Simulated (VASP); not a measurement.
# SnO2 (F-43m) in VASP: a series of runs, part 2 of 3

VASP 6.6.1. Earlier steps stand in the parts before.

### Step 3. Single point, PBE

Contents of INCAR:

```
SYSTEM = SnO2
PREC = Accurate
ENCUT = 520
EDIFF = 1E-7
ISMEAR = 0
SIGMA = 0.1
LREAL = .FALSE.
LASPH = .TRUE.
NELM = 60
ALGO = Normal
ISIF = 2
LWAVE = .FALSE.
LCHARG = .TRUE.
GGA = PE
LELF = .TRUE.
LVHAR = .TRUE.
NBANDS = 35
```

Contents of KPOINTS:

```
Automatic mesh
0
G
  4 4 4
  0 0 0
```

Contents of POSCAR:

```
SnO2
1.0
    0.0000000000      3.9338670533      3.9338670533
    3.9338670533      0.0000000000      3.9338670533
    3.9338670533      3.9338670533      0.0000000000
Sn O
2 4
Direct
    0.7500000000      0.7500000000      0.7500000000
    0.2500000000      0.2500000000      0.2500000000
    0.3926568274      0.3926568274      0.3926568274
    0.3926568274      0.3926568274      0.8220295179
    0.3926568274      0.8220295179      0.3926568274
    0.8220295179      0.3926568274      0.3926568274
```

Potentials or basis: VASP PAW PBE potentials, release 64 (Sn_d, O).

The run is started by

```bash
$ cat potpaw_PBE.64/Sn_d/POTCAR potpaw_PBE.64/O/POTCAR > POTCAR
$ mpirun -np 1 vasp_std > vasp.out
```

OUTCAR:

```text
SYSTEM = SnO2
   PREC = Accurate
   ENCUT = 520
   EDIFF = 1E-7
   ISMEAR = 0
   LREAL = .FALSE.
   LASPH = .TRUE.
   NELM = 60
   ISIF = 2
   GGA = PE

 ion  position               nearest neighbor table
   1  0.750  0.750  0.750-
   2  0.250  0.250  0.250-   4 1.94   5 1.94   6 1.94   3 1.94
   3  0.393  0.393  0.393-   2 1.94
   4  0.393  0.393  0.822-   2 1.94
   5  0.393  0.822  0.393-   2 1.94
   6  0.822  0.393  0.393-   2 1.94

  LATTYP: Found a face centered cubic cell.
 ALAT       =     7.8677341066

  Lattice vectors:

 A1 = (   0.0000000000,   3.9338670533,   3.9338670533)
 A2 = (   3.9338670533,   0.0000000000,   3.9338670533)
 A3 = (   3.9338670533,   3.9338670533,   0.0000000000)

Analysis of symmetry for initial positions (statically):
=====================================================================
 Subroutine PRICEL returns:
 Original cell was already a primitive cell.

 Routine SETGRP: Setting up the symmetry group for a
 face centered cubic supercell.

 Subroutine GETGRP returns: Found 24 space group operations
 (whereof 24 operations were pure point group operations)
 out of a pool of 48 trial point group operations.

The static configuration has the point symmetry T_d .

Analysis of symmetry for dynamics (positions and initial velocities):
=====================================================================
 Subroutine PRICEL returns:
 Original cell was already a primitive cell.

 Routine SETGRP: Setting up the symmetry group for a
 face centered cubic supercell.

 Subroutine GETGRP returns: Found 24 space group operations
 (whereof 24 operations were pure point group operations)
 out of a pool of 48 trial point group operations.

The dynamic configuration has the point symmetry T_d .

 Subroutine INISYM returns: Found 24 space group operations
 (whereof 24 operations are pure point group operations),
 and found     1 'primitive' translations

----------------------------------------------------------------------------------------

                                     Primitive cell

  volume of cell :     121.7556

  direct lattice vectors                    reciprocal lattice vectors
     0.000000000  3.933867053  3.933867053    -0.127101397  0.127101397  0.127101397
     3.933867053  0.000000000  3.933867053     0.127101397 -0.127101397  0.127101397
     3.933867053  3.933867053  0.000000000     0.127101397  0.127101397 -0.127101397

  length of vectors
     5.563328139  5.563328139  5.563328139     0.220146078  0.220146078  0.220146078

  position of ions in fractional coordinates (direct lattice)
     0.750000000  0.750000000  0.750000000
     0.250000000  0.250000000  0.250000000
     0.392656827  0.392656827  0.392656827
     0.392656827  0.392656827  0.822029518
     0.392656827  0.822029518  0.392656827
     0.822029518  0.392656827  0.392656827

  ion indices of the primitive-cell ions
   primitive index   ion index
                 1           1
                 2           2
                 3           3
                 4           4
                 5           5
                 6           6

[... 26 lines left out ...]
 Following reciprocal coordinates:
            Coordinates               Weight
  0.000000  0.000000  0.000000      1.000000
  0.250000  0.000000  0.000000      8.000000
  0.500000  0.000000  0.000000      4.000000
  0.250000  0.250000  0.000000      6.000000
  0.500000  0.250000  0.000000     24.000000
 -0.250000  0.250000  0.000000     12.000000
  0.500000  0.500000  0.000000      3.000000
 -0.250000  0.500000  0.250000      6.000000
   k-points           NKPTS =      8   k-points in BZ     NKDIM =      8   number of bands    NBANDS=     35
   number of dos      NEDOS =    301   number of ions     NIONS =      6
   total plane-waves  NPLWV =  74088
   dimension x,y,z NGX =    42 NGY =   42 NGZ =   42
   dimension x,y,z NGXF=    84 NGYF=   84 NGZF=   84
   ions per type =               2   4
   NGX,Y,Z   is equivalent  to a cutoff of  12.55, 12.55, 12.55 a.u.
   NGXF,Y,Z  is equivalent  to a cutoff of  25.10, 25.10, 25.10 a.u.
 SYSTEM =  SnO2
   PREC   = accura    normal or accurate (medium, high low for compatibility)
   ISTART =      0    job   : 0-new  1-cont  2-samecut
   ICHARG =      2    charge: 1-file 2-atom 10-const
   ISPIN  =      1    spin polarized calculation?
   LNONCOLLINEAR =      F non collinear calculations
   LSORBIT =      F    spin-orbit coupling
   LASPH  =      T    aspherical Exc in radial PAW
   ENCUT  =  520.0 eV  38.22 Ry    6.18 a.u.  10.34 10.34 10.34*2*pi/ulx,y,z
   NELM   =     60;   NELMIN=  2; NELMDL= -5     # of ELM steps
   EDIFF  = 0.1E-06   stopping-criterion for ELM
   LREAL  =      F    real-space projection
   EDIFFG = 0.1E-05   stopping-criterion for IOM
   NSW    =      0    number of steps for IOM
   IBRION =     -1    ionic relax: 0-MD 1-quasi-New 2-CG
   NFREE  =      0    steps in history (QN), initial steepest desc. (CG)
   ISIF   =      2    stress and relaxation
   ISYM   =      2    0-nonsym 1-usesym 2-fastsym
   POTIM  = 0.5000    time-step for ionic-motion
   TEBEG  =    0.0;   TEEND  =   0.0 temperature during run
   PSTRESS=    0.0 pullay stress
   NELECT =      52.0000    total number of electrons
   NUPDOWN=      -1.0000    fix difference up-down
   EMIN   =  10.00;   EMAX   =-10.00  energy-range for DOS
   EFERMI =   0.00;   METHOD = LEGACY
   ISMEAR =     0;   SIGMA  =   0.10  broadening in eV -4-tet -1-fermi 0-gaus
   EFERMI_NEDOS =   21; number of points for ismear=-14 and -15
   IALGO  =     38    algorithm
   IMIX   =      4    mixing-type and parameters
     AMIX     =   0.40;   BMIX     =  1.00
     AMIX_MAG =   1.60;   BMIX_MAG =  1.00
  volume/ion in A,a.u.               =      20.29       136.94
  Fermi-wavevector in a.u.,A,eV,Ry     =   1.232858  2.329763 20.680012  1.519938
  Thomas-Fermi vector in A             =   2.367611
   LORBIT       =      0    0 simple, 1 ext, 2 COOP (PROOUT), +10 PAW based schemes
   GGA     = PE    functional components
   LHFCALC =     F    Hartree Fock is set to
   AEXX    =    0.0000 exact exchange contribution
   IVDW    =     0    specifies the selected vdW correction
   LEPSILON=     F    determine dielectric tensor
   LRPA    =     F    only Hartree local field effects (RPA)
 non-spin polarized calculation
 Gauss-broadening in eV      SIGMA  =   0.10
  energy-cutoff  :      520.00
  volume of cell :      121.76
 maximum number of plane-waves:      3306
 NGX is ok and might be reduce to    42
   NGX = 21   NGY = 21   NGZ = 21

 number of electron      52.0000029 magnetization

 Free energy of the ion-electron system (eV)
  ---------------------------------------------------
  ext. energy  EPLUGINS =         0.00000000
  ---------------------------------------------------
  free energy    TOTEN  =       -26.93000680 eV

  energy without entropy =      -26.85881765  energy(sigma->0) =      -26.89441222

 E-fermi :   1.7791     XC(G=0):  -8.5503

 val. band max:        1.7510784749   @ k =   0.5000   0.0000   0.0000
 cond. band min:       1.7995598719   @ k =   0.2500   0.2500   0.0000
 fundamental gap:      0.0484813969
 Fermi energy:         1.7790576896

 k-point     1 :       0.0000    0.0000    0.0000
  band No.  band energies     occupation
      1     -20.1629      2.00000
      2     -20.1629      2.00000
      3     -20.1614      2.00000
      4     -20.1614      2.00000
      5     -20.1614      2.00000
      6     -18.4788      2.00000
[... 293 lines left out ...]
     34      10.2583      0.00000
     35      12.0729      0.00000

------------------------ aborting loop because EDIFF is reached ----------------------------------------

  FORCE on cell =-STRESS in cart. coord.  units (eV):
  Direction    XX          YY          ZZ          XY          YZ          ZX
  --------------------------------------------------------------------------------------
  -------------------------------------------------------------------------------------
  Total        0.1312066      0.1312066      0.1312066     -0.0000000     -0.0000000     -0.0000000
  in kB        1.7265425      1.7265425      1.7265425     -0.0000000     -0.0000000     -0.0000000
  external PRESSURE =       1.7265425 kB  Pullay stress =       0.0000000 kB

 VOLUME and BASIS-vectors are now :
 -----------------------------------------------------------------------------
  energy-cutoff  :      520.00
  volume of cell :      121.76
      direct lattice vectors                 reciprocal lattice vectors
     0.000000000  3.933867053  3.933867053    -0.127101397  0.127101397  0.127101397
     3.933867053  0.000000000  3.933867053     0.127101397 -0.127101397  0.127101397
     3.933867053  3.933867053  0.000000000     0.127101397  0.127101397 -0.127101397

 POSITION                                       TOTAL-FORCE (eV/Angst)
 -----------------------------------------------------------------------------------
      5.90080      5.90080      5.90080        -0.000000     -0.000000      0.000000
      1.96693      1.96693      1.96693        -0.000000     -0.000000      0.000000
      3.08932      3.08932      3.08932         0.046769      0.046769      0.046769
      4.77841      4.77841      3.08932        -0.046769     -0.046769      0.046769
      4.77841      3.08932      4.77841        -0.046769      0.046769     -0.046769
      3.08932      4.77841      4.77841         0.046769     -0.046769     -0.046769
 -----------------------------------------------------------------------------------
    total drift:                               -0.000004     -0.000004     -0.000003

  FREE ENERGIE OF THE ION-ELECTRON SYSTEM (eV)
  ---------------------------------------------------
  free  energy   TOTEN  =       -26.9300067987 eV

  energy  without entropy=      -26.8588176475  energy(sigma->0) =      -26.89441222
```

Wall time 47 s (1 thread of Intel Xeon Platinum 8488C (Sapphire Rapids), shared host); peak memory 0.25 GiB.

What came out:

```
Free energy            : -26.9300 eV
Pressure               : 0.2 GPa
Largest force          : 0.081 eV/Å
Band gap on the k mesh : zero (band 26 reaches 1.85 eV, above the bottom of band 27 at 1.69 eV)
```

Forces in eV/Å, atoms in the order of the input:
```
Sn   0.000  0.000  0.000
Sn   0.000  0.000  0.000
O    0.047  0.047  0.047
O   -0.047 -0.047  0.047
O   -0.047  0.047 -0.047
O    0.047 -0.047 -0.047
```

Caveat: spin-orbit coupling is left out, which moves the levels of the heavy elements.

### Step 4. Single point, PBE

This run uses another cell than the first one, of 20.36 Å³/atom, 1.003 times its volume.

Contents of INCAR:

```
ALGO     = Normal         # electronic algorithm
EDIFF    = 1E-6           # SCF threshold, eV
ENCUT    = 520            # plane-wave cutoff, eV
GGA      = PE             # functional
ISIF     = 2              # what is computed and relaxed
ISMEAR   = 0              # smearing method
LASPH    = True           # aspherical terms in the spheres
LCHARG   = False          # write CHGCAR
LREAL    = False          # projectors in reciprocal space
LWAVE    = False          # write WAVECAR
NBANDS   = 35             # bands
NELM     = 100            # most SCF steps
PREC     = Accurate       # precision mode
SIGMA    = 0.1            # smearing width, eV
```

Contents of KPOINTS:

```
k-points
0
Gamma
  8 8 8
```

Contents of POSCAR:

```
SnO2
1.0
    0.0000000000      3.9383711209      3.9383711209
    3.9383711209      0.0000000000      3.9383711209
    3.9383711209      3.9383711209      0.0000000000
Sn O
2 4
Direct
    0.2500000000      0.2500000000      0.2500000000
    0.7500000000      0.7500000000      0.7500000000
    0.6074775370      0.1775673891      0.6074775370
    0.6074775370      0.6074775370      0.6074775370
    0.1775673891      0.6074775370      0.6074775370
    0.6074775370      0.6074775370      0.1775673891
```

The run is started by

```bash
$ cat potpaw_PBE.64/Sn_d/POTCAR potpaw_PBE.64/O/POTCAR > POTCAR
$ mpirun -np 1 vasp_std > vasp.out
```

It took 1.9 min on 1 thread of Intel Xeon Platinum 8488C (Sapphire Rapids), shared host; peak memory 0.3 GiB.

It converged, with:

| Property | Result |
| --- | --- |
| Free energy | -26.8703 eV |
| Pressure | 0.2 GPa |
| Largest force | 0.090 eV/Å |
| Band gap on the k mesh | zero (band 26 reaches 1.83 eV, above the bottom of band 27 at 1.66 eV) |

Forces in eV/Å, atoms in the order of the input:
```
Sn   0.000  0.000  0.000
Sn   0.000  0.000  0.000
O    0.052 -0.052  0.052
O   -0.052 -0.052 -0.052
O   -0.052  0.052  0.052
O    0.052  0.052 -0.052
```

Levels at points of the mesh, in eV from the Fermi level:
```tsv
k point	band 24	band 25	band 26	band 27	band 28	band 29
(0.00, 0.00, 0.00)	0.00	0.00	0.00	0.00	2.56	2.56
(0.50, 0.00, 0.00)	-1.15	0.01	0.11	0.11	1.71	3.01
(0.50, 0.50, 0.00)	-0.96	-0.47	0.09	0.09	2.20	2.89
```

Caveat: spin-orbit coupling is left out, which moves the levels of the heavy elements.

[end of part 2 of 3]
